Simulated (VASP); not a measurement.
# Cs4C (P-43m) in VASP: single point with PBE

Aim: the single point of Cs4C with PBE.

All numbers are computed with VASP 6.6.1; they aren't measurements. Logs are shortened: lines on timing, memory, paths and dates and some standing lists are left out, and cuts for length are marked.

## (1) The cell of the first run

The structure is cubic, space group P-43m (No. 215). The conventional cell has a = 6.102 Å, b = 6.102 Å, c = 6.102 Å, α = 90.00°, β = 90.00°, γ = 90.00°. Within 3.6 Å of Cs (site symmetry 3m) lie 1 C at 2.74 Å. C (site symmetry -43m) has 4 Cs at 2.74 Å within 3.6 Å.

The cell was built from a structure type or drawn by symmetry, and may not be a known phase.

## (2) Single point, PBE

The input, INCAR:

```
ALGO = Normal ; EDIFF = 1E-6
ENCUT = 520 ; GGA = PE
ISIF = 2 ; ISMEAR = 0
LASPH = T ; LCHARG = T
LELF = T ; LREAL = F
LVHAR = T ; LWAVE = F
NBANDS = 28 ; NELM = 60
PREC = Accurate ; SIGMA = 0.1
```

The input, KPOINTS:

```
k-points
0
Gamma
  4 4 4
```

The input, POSCAR:

```
Cs4C
1.0
    6.1018995100      0.0000000000      0.0000000000
    0.0000000000      6.1018995100      0.0000000000
    0.0000000000      0.0000000000      6.1018995100
Cs C
4 1
Direct
    0.2591110300      0.2591110300      0.2591110300
    0.7408889700      0.7408889700      0.2591110300
    0.7408889700      0.2591110300      0.7408889700
    0.2591110300      0.7408889700      0.7408889700
    0.0000000000      0.0000000000      0.0000000000
```

Potentials or basis: VASP PAW PBE potentials, release 64 (Cs_sv, C).

Run with:

```console
$ cat potpaw_PBE.64/Cs_sv/POTCAR potpaw_PBE.64/C/POTCAR > POTCAR
$ mpirun -np 1 vasp_std > vasp.out
```

OUTCAR:

```text
EDIFF = 1E-6
   ENCUT = 520
   GGA = PE
   ISIF = 2
   ISMEAR = 0
   LASPH = T
   LREAL = F
   NELM = 60
   PREC = Accurate

 ion  position               nearest neighbor table
   1  0.259  0.259  0.259-
   2  0.741  0.741  0.259-
   3  0.741  0.259  0.741-
   4  0.259  0.741  0.741-
   5  0.000  0.000  0.000-

  LATTYP: Found a simple cubic cell.
 ALAT       =     6.1018995100

  Lattice vectors:

 A1 = (   6.1018995100,   0.0000000000,   0.0000000000)
 A2 = (   0.0000000000,   6.1018995100,   0.0000000000)
 A3 = (   0.0000000000,   0.0000000000,   6.1018995100)

Analysis of symmetry for initial positions (statically):
=====================================================================
 Subroutine PRICEL returns:
 Original cell was already a primitive cell.

 Routine SETGRP: Setting up the symmetry group for a
 simple cubic supercell.

 Subroutine GETGRP returns: Found 24 space group operations
 (whereof 24 operations were pure point group operations)
 out of a pool of 48 trial point group operations.

The static configuration has the point symmetry T_d .

Analysis of symmetry for dynamics (positions and initial velocities):
=====================================================================
 Subroutine PRICEL returns:
 Original cell was already a primitive cell.

 Routine SETGRP: Setting up the symmetry group for a
 simple cubic supercell.

 Subroutine GETGRP returns: Found 24 space group operations
 (whereof 24 operations were pure point group operations)
 out of a pool of 48 trial point group operations.

The dynamic configuration has the point symmetry T_d .

 Subroutine INISYM returns: Found 24 space group operations
 (whereof 24 operations are pure point group operations),
 and found     1 'primitive' translations

----------------------------------------------------------------------------------------

                                     Primitive cell

  volume of cell :     227.1931

  direct lattice vectors                    reciprocal lattice vectors
     6.101899510  0.000000000  0.000000000     0.163883394  0.000000000  0.000000000
     0.000000000  6.101899510  0.000000000     0.000000000  0.163883394  0.000000000
     0.000000000  0.000000000  6.101899510     0.000000000  0.000000000  0.163883394

  length of vectors
     6.101899510  6.101899510  6.101899510     0.163883394  0.163883394  0.163883394

  position of ions in fractional coordinates (direct lattice)
     0.259111030  0.259111030  0.259111030
     0.740888970  0.740888970  0.259111030
     0.740888970  0.259111030  0.740888970
     0.259111030  0.740888970  0.740888970
     0.000000000  0.000000000  0.000000000

  ion indices of the primitive-cell ions
   primitive index   ion index
                 1           1
                 2           2
                 3           3
                 4           4
                 5           5

----------------------------------------------------------------------------------------

 KPOINTS: k-points

Automatic generation of k-mesh.
 Grid dimensions read from file:
 generate k-points for:    4    4    4

 Generating k-lattice:

  Cartesian coordinates                     Fractional coordinates (reciprocal lattice)
     0.040970848  0.000000000  0.000000000     0.250000000  0.000000000  0.000000000
     0.000000000  0.040970848  0.000000000     0.000000000  0.250000000  0.000000000
     0.000000000  0.000000000  0.040970848     0.000000000  0.000000000  0.250000000

  Length of vectors
     0.040970848  0.040970848  0.040970848

  Shift w.r.t. Gamma in fractional coordinates (k-lattice)
     0.000000000  0.000000000  0.000000000

 Subroutine IBZKPT returns following result:
 ===========================================

 Found     10 irreducible k-points:

 Following reciprocal coordinates:
            Coordinates               Weight
  0.000000  0.000000  0.000000      1.000000
  0.250000  0.000000  0.000000      6.000000
  0.500000  0.000000  0.000000      3.000000
  0.250000  0.250000  0.000000     12.000000
  0.500000  0.250000  0.000000     12.000000
  0.500000  0.500000  0.000000      3.000000
  0.250000  0.250000  0.250000      8.000000
  0.500000  0.250000  0.250000     12.000000
  0.500000  0.500000  0.250000      6.000000
  0.500000  0.500000  0.500000      1.000000
   k-points           NKPTS =     10   k-points in BZ     NKDIM =     10   number of bands    NBANDS=     28
   number of dos      NEDOS =    301   number of ions     NIONS =      5
   total plane-waves  NPLWV = 110592
   dimension x,y,z NGX =    48 NGY =   48 NGZ =   48
   dimension x,y,z NGXF=    96 NGYF=   96 NGZF=   96
   ions per type =               4   1
   NGX,Y,Z   is equivalent  to a cutoff of  13.08, 13.08, 13.08 a.u.
   NGXF,Y,Z  is equivalent  to a cutoff of  26.16, 26.16, 26.16 a.u.
 SYSTEM =  unknown system
   PREC   = accura    normal or accurate (medium, high low for compatibility)
   ISTART =      0    job   : 0-new  1-cont  2-samecut
   ICHARG =      2    charge: 1-file 2-atom 10-const
   ISPIN  =      1    spin polarized calculation?
   LNONCOLLINEAR =      F non collinear calculations
   LSORBIT =      F    spin-orbit coupling
   LASPH  =      T    aspherical Exc in radial PAW
   ENCUT  =  520.0 eV  38.22 Ry    6.18 a.u.  11.35 11.35 11.35*2*pi/ulx,y,z
   NELM   =     60;   NELMIN=  2; NELMDL= -5     # of ELM steps
   EDIFF  = 0.1E-05   stopping-criterion for ELM
   LREAL  =      F    real-space projection
   EDIFFG = 0.1E-04   stopping-criterion for IOM
   NSW    =      0    number of steps for IOM
   IBRION =     -1    ionic relax: 0-MD 1-quasi-New 2-CG
   NFREE  =      0    steps in history (QN), initial steepest desc. (CG)
   ISIF   =      2    stress and relaxation
   ISYM   =      2    0-nonsym 1-usesym 2-fastsym
   POTIM  = 0.5000    time-step for ionic-motion
   TEBEG  =    0.0;   TEEND  =   0.0 temperature during run
   PSTRESS=    0.0 pullay stress
   NELECT =      40.0000    total number of electrons
   NUPDOWN=      -1.0000    fix difference up-down
   EMIN   =  10.00;   EMAX   =-10.00  energy-range for DOS
   EFERMI =   0.00;   METHOD = LEGACY
   ISMEAR =     0;   SIGMA  =   0.10  broadening in eV -4-tet -1-fermi 0-gaus
   EFERMI_NEDOS =   21; number of points for ismear=-14 and -15
   IALGO  =     38    algorithm
   IMIX   =      4    mixing-type and parameters
     AMIX     =   0.40;   BMIX     =  1.00
     AMIX_MAG =   1.60;   BMIX_MAG =  1.00
  volume/ion in A,a.u.               =      45.44       306.63
  Fermi-wavevector in a.u.,A,eV,Ry     =   0.917550  1.733918 11.454720  0.841898
  Thomas-Fermi vector in A             =   2.042532
   LORBIT       =      0    0 simple, 1 ext, 2 COOP (PROOUT), +10 PAW based schemes
   GGA     = PE    functional components
   LHFCALC =     F    Hartree Fock is set to
   AEXX    =    0.0000 exact exchange contribution
   IVDW    =     0    specifies the selected vdW correction
   LEPSILON=     F    determine dielectric tensor
   LRPA    =     F    only Hartree local field effects (RPA)
 non-spin polarized calculation
 Gauss-broadening in eV      SIGMA  =   0.10
  energy-cutoff  :      520.00
  volume of cell :      227.19
 maximum number of plane-waves:      6152
 NGX is ok and might be reduce to    48
   NGX = 23   NGY = 23   NGZ = 23

 number of electron      40.0000006 magnetization

 Free energy of the ion-electron system (eV)
  ---------------------------------------------------
  ext. energy  EPLUGINS =         0.00000000
  ---------------------------------------------------
  free energy    TOTEN  =        -7.00872737 eV

  energy without entropy =       -6.96698624  energy(sigma->0) =       -6.98785680

 E-fermi :   2.6394     XC(G=0):  -7.6963

 val. band max:        2.6254286998   @ k =   0.5000   0.5000   0.0000
 cond. band min:       2.6754297327   @ k =   0.2500   0.2500   0.0000
 fundamental gap:      0.0500010328
 Fermi energy:         2.6393695576

 k-point     1 :       0.0000    0.0000    0.0000
  band No.  band energies     occupation
      1     -20.5697      2.00000
      2     -20.3787      2.00000
      3     -20.3787      2.00000
      4     -20.3787      2.00000
      5      -8.4437      2.00000
      6      -8.0027      2.00000
[... 20 lines left out ...]
     27       5.0956      0.00000
     28       6.9490      0.00000

 k-point     2 :       0.2500    0.0000    0.0000
  band No.  band energies     occupation
      1     -20.5435      2.00000
      2     -20.4062      2.00000
      3     -20.3785      2.00000
      4     -20.3785      2.00000
      5      -8.3184      2.00000
      6      -7.9205      2.00000
[... 20 lines left out ...]
     27       5.2796      0.00000
     28       6.0989      0.00000

 k-point     3 :       0.5000    0.0000    0.0000
  band No.  band energies     occupation
      1     -20.4932      2.00000
      2     -20.4577      2.00000
      3     -20.3782      2.00000
      4     -20.3782      2.00000
      5      -8.1136      2.00000
      6      -7.7657      2.00000
[... 20 lines left out ...]
     27       4.9319      0.00000
     28       5.0673      0.00000

 k-point     4 :       0.2500    0.2500    0.0000
  band No.  band energies     occupation
      1     -20.5207      2.00000
      2     -20.4032      2.00000
      3     -20.4008      2.00000
      4     -20.3821      2.00000
      5      -8.2462      2.00000
      6      -7.8623      2.00000
[... 144 lines left out ...]
     27       5.0593      0.00000
     28       5.4437      0.00000

 k-point     9 :       0.5000    0.5000    0.2500
  band No.  band energies     occupation
      1     -20.4444      2.00000
      2     -20.4221      2.00000
      3     -20.4221      2.00000
      4     -20.4163      2.00000
      5      -8.3882      2.00000
      6      -7.9806      2.00000
[... 20 lines left out ...]
     27       5.1464      0.00000
     28       5.6037      0.00000

 k-point    10 :       0.5000    0.5000    0.5000
  band No.  band energies     occupation
      1     -20.4382      2.00000
      2     -20.4217      2.00000
      3     -20.4217      2.00000
      4     -20.4217      2.00000
      5      -8.5216      2.00000
      6      -8.0934      2.00000
[... 20 lines left out ...]
     27       5.6790      0.00000
     28       5.7273      0.00000

------------------------ aborting loop because EDIFF is reached ----------------------------------------

  FORCE on cell =-STRESS in cart. coord.  units (eV):
  Direction    XX          YY          ZZ          XY          YZ          ZX
  --------------------------------------------------------------------------------------
  -------------------------------------------------------------------------------------
  Total        4.0527898      4.0527898      4.0527898      0.0000000      0.0000000      0.0000000
  in kB       28.5804797     28.5804797     28.5804797      0.0000000      0.0000000      0.0000000
  external PRESSURE =      28.5804797 kB  Pullay stress =       0.0000000 kB

 VOLUME and BASIS-vectors are now :
 -----------------------------------------------------------------------------
  energy-cutoff  :      520.00
  volume of cell :      227.19
      direct lattice vectors                 reciprocal lattice vectors
     6.101899510  0.000000000  0.000000000     0.163883394  0.000000000  0.000000000
     0.000000000  6.101899510  0.000000000     0.000000000  0.163883394  0.000000000
     0.000000000  0.000000000  6.101899510     0.000000000  0.000000000  0.163883394

 POSITION                                       TOTAL-FORCE (eV/Angst)
 -----------------------------------------------------------------------------------
      1.58107      1.58107      1.58107         0.126849      0.126849      0.126849
      4.52083      4.52083      1.58107        -0.126849     -0.126849      0.126849
      4.52083      1.58107      4.52083        -0.126849      0.126849     -0.126849
      1.58107      4.52083      4.52083         0.126849     -0.126849     -0.126849
      0.00000      0.00000      0.00000        -0.000000     -0.000000     -0.000000
 -----------------------------------------------------------------------------------
    total drift:                               -0.000000     -0.000000     -0.000000

  FREE ENERGIE OF THE ION-ELECTRON SYSTEM (eV)
  ---------------------------------------------------
  free  energy   TOTEN  =        -7.0087273658 eV

  energy  without entropy=       -6.9669862417  energy(sigma->0) =       -6.98785680
```

Run time: 2.4 min. Hardware: 1 thread of Intel Xeon Platinum 8259CL at 2.50GHz (Skylake/Cascade Lake), shared host; peak memory 0.33 GiB.

Results:

| Quantity | Value |
| --- | --- |
| Free energy | -7.0087 eV |
| Pressure | 2.9 GPa |
| Largest force | 0.220 eV/Å |
| Band gap on the k mesh | zero (bands 20 and 21 overlap by 0.75 eV) |

Forces on the atoms (eV/Å):
```
Cs   0.127  0.127  0.127
Cs  -0.127 -0.127  0.127
Cs  -0.127  0.127 -0.127
Cs   0.127 -0.127 -0.127
C    0.000  0.000  0.000
```

Caveat: spin-orbit coupling is left out, which moves the levels of the heavy elements.
